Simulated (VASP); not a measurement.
# Co in VASP: single point with PBE

Aim: the single point of Co with PBE.

Everything below comes from runs of VASP 6.6.1. Logs are shortened: lines on timing, memory, paths and dates and some standing lists are left out, and cuts for length are marked.

### 1 The cell of the first run

The cell holds a slab with vacuum, 5 atoms: a = 2.519 Å, b = 2.519 Å, c = 23.182 Å, α = 90.00°, β = 90.00°, γ = 120.00°.

### 2 Single point, PBE, collinear spin, ferromagnetic start

The input, INCAR:

```
ALGO = Normal ; DIPOL = 0.5 0.5 0.500
EDIFF = 1E-6 ; ENCUT = 520
GGA = PE ; IDIPOL = 3
ISIF = 2 ; ISMEAR = -1
ISPIN = 2 ; LASPH = True
LCHARG = False ; LDIPOL = True
LMAXMIX = 4 ; LORBIT = 11
LREAL = False ; LWAVE = False
MAGMOM = 2 2 2 2 2 ; NBANDS = 34
NELM = 150 ; PREC = Accurate
SIGMA = 0.05
```

The input, KPOINTS:

```
k-points
0
Gamma
  12 12 1
```

The input, POSCAR:

```
Co
1.0
    2.5190008694      0.0000000000      0.0000000000
   -1.2595004347      2.1815187451      0.0000000000
    0.0000000000      0.0000000000     23.1820000000
Co
5
Direct
    0.3333333333      0.6666666666      0.3235268743
    0.6666666667      0.3333333334      0.4117634371
    0.3333333333      0.6666666666      0.5000000000
    0.6666666667      0.3333333334      0.5882365629
    0.3333333333      0.6666666666      0.6764731257
```

Potentials or basis: VASP PAW PBE potentials, release 64 (Co).

Started as:

```console
cat potpaw_PBE.64/Co/POTCAR > POTCAR
mpirun -np 1 vasp_std > vasp.out
```

OUTCAR:

```text
EDIFF = 1E-6
   ENCUT = 520
   GGA = PE
   ISIF = 2
   ISMEAR = -1
   ISPIN = 2
   LASPH = True
   LORBIT = 11
   LREAL = False
   NELM = 150
   PREC = Accurate

 ion  position               nearest neighbor table
   1  0.333  0.667  0.324-   2 2.51   2 2.51   2 2.51
   2  0.667  0.333  0.412-   1 2.51   1 2.51   1 2.51   3 2.51   3 2.51   3 2.51
   3  0.333  0.667  0.500-   2 2.51   4 2.51   2 2.51   4 2.51   2 2.51   4 2.51
   4  0.667  0.333  0.588-   5 2.51   5 2.51   5 2.51   3 2.51   3 2.51   3 2.51
   5  0.333  0.667  0.676-   4 2.51   4 2.51   4 2.51

  LATTYP: Found a hexagonal cell.
 ALAT       =     2.5190008694
 C/A-ratio  =     9.2028551008

  Lattice vectors:

 A1 = (   2.5190008694,   0.0000000000,   0.0000000000)
 A2 = (  -1.2595004347,   2.1815187451,   0.0000000000)
 A3 = (   0.0000000000,   0.0000000000,  23.1820000000)

Analysis of symmetry for initial positions (statically):
=====================================================================
 Subroutine PRICEL returns:
 Original cell was already a primitive cell.

 Routine SETGRP: Setting up the symmetry group for a
 hexagonal supercell.

 Subroutine GETGRP returns: Found 12 space group operations
 (whereof 12 operations were pure point group operations)
 out of a pool of 24 trial point group operations.

The static configuration has the point symmetry D_3h.

Analysis of symmetry for dynamics (positions and initial velocities):
=====================================================================
 Subroutine PRICEL returns:
 Original cell was already a primitive cell.

 Routine SETGRP: Setting up the symmetry group for a
 hexagonal supercell.

 Subroutine GETGRP returns: Found 12 space group operations
 (whereof 12 operations were pure point group operations)
 out of a pool of 24 trial point group operations.

The dynamic configuration has the point symmetry D_3h.

Analysis of structural, dynamic, and magnetic symmetry:
=====================================================================
 Subroutine PRICEL returns:
 Original cell was already a primitive cell.

 Routine SETGRP: Setting up the symmetry group for a
 hexagonal supercell.

 Subroutine GETGRP returns: Found 12 space group operations
 (whereof 12 operations were pure point group operations)
 out of a pool of 24 trial point group operations.

The overall configuration has the point symmetry D_3h.

 Subroutine INISYM returns: Found 12 space group operations
 (whereof 12 operations are pure point group operations),
 and found     1 'primitive' translations

----------------------------------------------------------------------------------------

                                     Primitive cell

  volume of cell :     127.3908

  direct lattice vectors                    reciprocal lattice vectors
     2.519000869  0.000000000  0.000000000     0.396982793  0.229198122  0.000000000
    -1.259500435  2.181518745  0.000000000     0.000000000  0.458396244  0.000000000
     0.000000000  0.000000000 23.182000000     0.000000000  0.000000000  0.043136917

  length of vectors
     2.519000869  2.519000869 23.182000000     0.458396244  0.458396244  0.043136917

  position of ions in fractional coordinates (direct lattice)
     0.333333333  0.666666667  0.323526874
     0.666666667  0.333333333  0.411763437
     0.333333333  0.666666667  0.500000000
     0.666666667  0.333333333  0.588236563
     0.333333333  0.666666667  0.676473126

  ion indices of the primitive-cell ions
   primitive index   ion index
                 1           1
                 2           2
                 3           3
                 4           4
                 5           5

----------------------------------------------------------------------------------------

 KPOINTS: k-points

Automatic generation of k-mesh.
[... 27 lines left out ...]
  0.333333  0.000000  0.000000      6.000000
  0.416667  0.000000  0.000000      6.000000
[... 11 lines left out ...]
  0.333333  0.250000  0.000000     12.000000
  0.333333  0.333333  0.000000      2.000000
   k-points           NKPTS =     19   k-points in BZ     NKDIM =     19   number of bands    NBANDS=     34
   number of dos      NEDOS =    301   number of ions     NIONS =      5
   total plane-waves  NPLWV =  72000
   dimension x,y,z NGX =    20 NGY =   20 NGZ =  180
   dimension x,y,z NGXF=    40 NGYF=   40 NGZF=  360
   ions per type =               5
   NGX,Y,Z   is equivalent  to a cutoff of  13.20, 13.20, 12.91 a.u.
   NGXF,Y,Z  is equivalent  to a cutoff of  26.40, 26.40, 25.82 a.u.
 SYSTEM =  unknown system
   PREC   = accura    normal or accurate (medium, high low for compatibility)
   ISTART =      0    job   : 0-new  1-cont  2-samecut
   ICHARG =      2    charge: 1-file 2-atom 10-const
   ISPIN  =      2    spin polarized calculation?
   LNONCOLLINEAR =      F non collinear calculations
   LSORBIT =      F    spin-orbit coupling
   LASPH  =      T    aspherical Exc in radial PAW
   ENCUT  =  520.0 eV  38.22 Ry    6.18 a.u.   4.68  4.68 43.10*2*pi/ulx,y,z
   NELM   =    150;   NELMIN=  2; NELMDL= -5     # of ELM steps
   EDIFF  = 0.1E-05   stopping-criterion for ELM
   LREAL  =      F    real-space projection
   EDIFFG = 0.1E-04   stopping-criterion for IOM
   NSW    =      0    number of steps for IOM
   IBRION =     -1    ionic relax: 0-MD 1-quasi-New 2-CG
   NFREE  =      0    steps in history (QN), initial steepest desc. (CG)
   ISIF   =      2    stress and relaxation
   ISYM   =      2    0-nonsym 1-usesym 2-fastsym
   POTIM  = 0.5000    time-step for ionic-motion
   TEBEG  =    0.0;   TEEND  =   0.0 temperature during run
   PSTRESS=    0.0 pullay stress
   NELECT =      45.0000    total number of electrons
   NUPDOWN=      -1.0000    fix difference up-down
   EMIN   =  10.00;   EMAX   =-10.00  energy-range for DOS
   EFERMI =   0.00;   METHOD = LEGACY
   ISMEAR =    -1;   SIGMA  =   0.05  broadening in eV -4-tet -1-fermi 0-gaus
   EFERMI_NEDOS =   21; number of points for ismear=-14 and -15
   IALGO  =     38    algorithm
   IMIX   =      4    mixing-type and parameters
     AMIX     =   0.40;   BMIX     =  1.00
     AMIX_MAG =   1.60;   BMIX_MAG =  1.00
  volume/ion in A,a.u.               =      25.48       171.94
  Fermi-wavevector in a.u.,A,eV,Ry     =   1.157265  2.186914 18.221780  1.339263
  Thomas-Fermi vector in A             =   2.293878
   LORBIT       =     11    0 simple, 1 ext, 2 COOP (PROOUT), +10 PAW based schemes
   GGA     = PE    functional components
   LHFCALC =     F    Hartree Fock is set to
   AEXX    =    0.0000 exact exchange contribution
   IVDW    =     0    specifies the selected vdW correction
   LEPSILON=     F    determine dielectric tensor
   LRPA    =     F    only Hartree local field effects (RPA)
 spin polarized calculation
  energy-cutoff  :      520.00
  volume of cell :      127.39
 maximum number of plane-waves:      3459
 NGX is ok and might be reduce to    20
   NGX =  9   NGY =  9   NGZ = 87

 number of electron      45.0000000 magnetization      10.0000000

 dipolmoment           0.000000      0.000000      0.000000 electrons x Angstroem

 number of electron      44.9999991 magnetization       8.6300497

 dipolmoment           0.000000      0.000000     -0.000000 electrons x Angstroem

 Free energy of the ion-electron system (eV)
  ---------------------------------------------------
  ext. energy  EPLUGINS =         0.00000000
  ---------------------------------------------------
  free energy    TOTEN  =       -33.64405759 eV

  energy without entropy =      -33.59495869  energy(sigma->0) =      -33.61950814

 E-fermi :   1.6775     XC(G=0):  -6.6558

 val. band max:        1.6688495242   @ k =   0.1667   0.0000   0.0000
 cond. band min:       1.6824886646   @ k =   0.4167   0.1667   0.0000
 fundamental gap:      0.0136391404
 Fermi energy:         1.6775009257

 spin component 1

 k-point     1 :       0.0000    0.0000    0.0000
  band No.  band energies     occupation
      1      -6.7647      1.00000
      2      -5.8740      1.00000
      3      -4.6190      1.00000
      4      -3.6368      1.00000
      5      -3.3657      1.00000
      6      -1.1873      1.00000
[... 692 lines left out ...]
     33       8.5783      0.00000
     34      10.2220      0.00000
 Fermi energy:         1.6775009257

 spin component 2

 k-point     1 :       0.0000    0.0000    0.0000
  band No.  band energies     occupation
      1      -6.7508      1.00000
      2      -5.8397      1.00000
      3      -4.4955      1.00000
      4      -3.1542      1.00000
      5      -2.4867      1.00000
      6       0.3327      1.00000
[... 692 lines left out ...]
     33       9.2391      0.00000
     34      10.7475      0.00000

------------------------ aborting loop because EDIFF is reached ----------------------------------------

 vacuum level on the upper side and lower side of the slab       (xc-potential included)         0.017         0.017

  FORCE on cell =-STRESS in cart. coord.  units (eV):
  Direction    XX          YY          ZZ          XY          YZ          ZX
  --------------------------------------------------------------------------------------
  -------------------------------------------------------------------------------------
  Total       -3.7141919     -3.7141919     -3.2536282     -0.0000000      0.0000000      0.0000000
  in kB      -46.7128912    -46.7128912    -40.9204438     -0.0000000      0.0000000      0.0000000
  external PRESSURE =     -44.7820754 kB  Pullay stress =       0.0000000 kB

 VOLUME and BASIS-vectors are now :
 -----------------------------------------------------------------------------
  energy-cutoff  :      520.00
  volume of cell :      127.39
      direct lattice vectors                 reciprocal lattice vectors
     2.519000869  0.000000000  0.000000000     0.396982793  0.229198122  0.000000000
    -1.259500435  2.181518745  0.000000000     0.000000000  0.458396244  0.000000000
     0.000000000  0.000000000 23.182000000     0.000000000  0.000000000  0.043136917

 POSITION                                       TOTAL-FORCE (eV/Angst)
 -----------------------------------------------------------------------------------
     -0.00000      1.45435      7.50000         0.000000      0.000000      0.568585
      1.25950      0.72717      9.54550         0.000000      0.000000     -0.342580
     -0.00000      1.45435     11.59100        -0.000000     -0.000000      0.000000
      1.25950      0.72717     13.63650         0.000000      0.000000      0.342580
     -0.00000      1.45435     15.68200        -0.000000     -0.000000     -0.568585
 -----------------------------------------------------------------------------------
    total drift:                                0.000000     -0.000000     -0.000000

  FREE ENERGIE OF THE ION-ELECTRON SYSTEM (eV)
  ---------------------------------------------------
  free  energy   TOTEN  =       -33.6440575939 eV

  energy  without entropy=      -33.5949586930  energy(sigma->0) =      -33.61950814

 vacuum level on the upper side and lower side of the slab         6.562         6.562

 total charge

# of ion       s       p       d       tot
------------------------------------------
    1        0.469   0.377   7.213   8.058
    2        0.472   0.491   7.236   8.200
    3        0.476   0.491   7.240   8.207
    4        0.472   0.491   7.236   8.200
    5        0.469   0.377   7.213   8.058
--------------------------------------------------
tot          2.358   2.227  36.138  40.723

 magnetization (x)

# of ion       s       p       d       tot
------------------------------------------
    1       -0.008  -0.034   1.839   1.797
    2       -0.013  -0.048   1.794   1.733
    3       -0.012  -0.048   1.746   1.685
    4       -0.013  -0.048   1.794   1.733
    5       -0.008  -0.034   1.839   1.797
--------------------------------------------------
tot         -0.054  -0.211   9.011   8.746
```

Run time: 6.8 min. Hardware: 1 thread of Intel Xeon Platinum 8259CL at 2.50GHz (Skylake/Cascade Lake), shared host; peak memory 0.36 GiB.

Results:

| Property | Result |
| --- | --- |
| Free energy | -33.6441 eV |
| Largest force | 0.569 eV/Å |
| Net moment | 8.63 μB per cell |
| Site moments | Co +1.80, +1.73, +1.69 μB |
| Valence electrons inside the program's atomic spheres | Co 8.06, 8.20, 8.21 |

Forces in eV/Å, atoms in the order of the input:
```
Co   0.000  0.000  0.569
Co   0.000  0.000 -0.343
Co   0.000  0.000  0.000
Co   0.000  0.000  0.343
Co   0.000  0.000 -0.569
```

Levels at points of the mesh, in eV from the Fermi level:
Spin up:
```tsv
k point	band 25	band 26	band 27	band 28	band 29	band 30
(0.00, 0.00, 0.00)	-1.24	-1.08	-1.08	-0.99	-0.99	-0.60
(0.50, 0.00, 0.00)	-0.62	1.02	1.03	1.70	2.52	2.98
```
Spin down:
```
           k point  band 16  band 17  band 18  band 19  band 20  band 21
(0.00, 0.00, 0.00)    -0.65    -0.65    -0.57    -0.57    -0.20     0.05
(0.50, 0.00, 0.00)     0.08     0.57     0.65     0.67     1.09     1.17
```
